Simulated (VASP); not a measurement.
Input of a VASP 6.6.1 run:

The input INCAR:

```
SYSTEM = CsK2YF6
PREC = Accurate ; ENCUT = 520
EDIFF = 1E-6 ; ISMEAR = -1
SIGMA = 0.3 ; LREAL = .FALSE.
LASPH = .TRUE. ; NELM = 150
ALGO = Normal ; ISIF = 2
LWAVE = .FALSE. ; LCHARG = .FALSE.
LMAXMIX = 4 ; LDAU = .TRUE.
LDAUTYPE = 2 ; LDAUL = -1 -1 2 -1
LDAUU = 0 0 1 0 ; LDAUJ = 0 0 0 0
LDAUPRINT = 1 ; GGA = CA
NBANDS = 51
```

KPOINTS

```
regular mesh
0
G
  3 3 3
  0 0 0
```

The input POSCAR:

```
CsK2YF6
1.0
    0.0000000000      4.9807370000      4.9807370000
    4.9807370000      0.0000000000      4.9807370000
    4.9807370000      4.9807370000      0.0000000000
K Cs Y F
2 1 1 6
Direct
    0.7500000000      0.7500000000      0.7500000000
    0.2500000000      0.2500000000      0.2500000000
    0.5000000000      0.5000000000      0.5000000000
    0.0000000000      0.0000000000      0.0000000000
    0.7806420000      0.2193580000      0.2193580000
    0.2193580000      0.2193580000      0.7806420000
    0.2193580000      0.7806420000      0.7806420000
    0.2193580000      0.7806420000      0.2193580000
    0.7806420000      0.2193580000      0.7806420000
    0.7806420000      0.7806420000      0.2193580000
```

Potentials or basis: VASP PAW LDA potentials, release 64 (K_sv, Cs_sv, Y_sv, F).

Launch:

```sh
$ cat potpaw_LDA.64/K_sv/POTCAR potpaw_LDA.64/Cs_sv/POTCAR potpaw_LDA.64/Y_sv/POTCAR potpaw_LDA.64/F/POTCAR > POTCAR
$ mpirun -np 1 vasp_std > vasp.out
```

Question: Predict the pressure.

Answer: -3.1 GPa.

Question: What does it give for the band gap on the k mesh?

Answer: 4.82 eV, indirect (least direct gap 4.88 eV).

Question: Predict the largest force.

Answer: 0.262 eV/Å.

Forces in eV/Å, atoms in the order of the input:
```
K    0.000  0.000  0.000
K    0.000  0.000  0.000
Cs   0.000  0.000  0.000
Y    0.000  0.000  0.000
F   -0.262  0.000  0.000
F    0.000  0.000 -0.262
F    0.262  0.000  0.000
F    0.000 -0.262  0.000
F    0.000  0.262  0.000
F    0.000  0.000  0.262
```

Caveat: spin-orbit coupling is left out, which moves the levels of the heavy elements. A k mesh can miss the band edges.
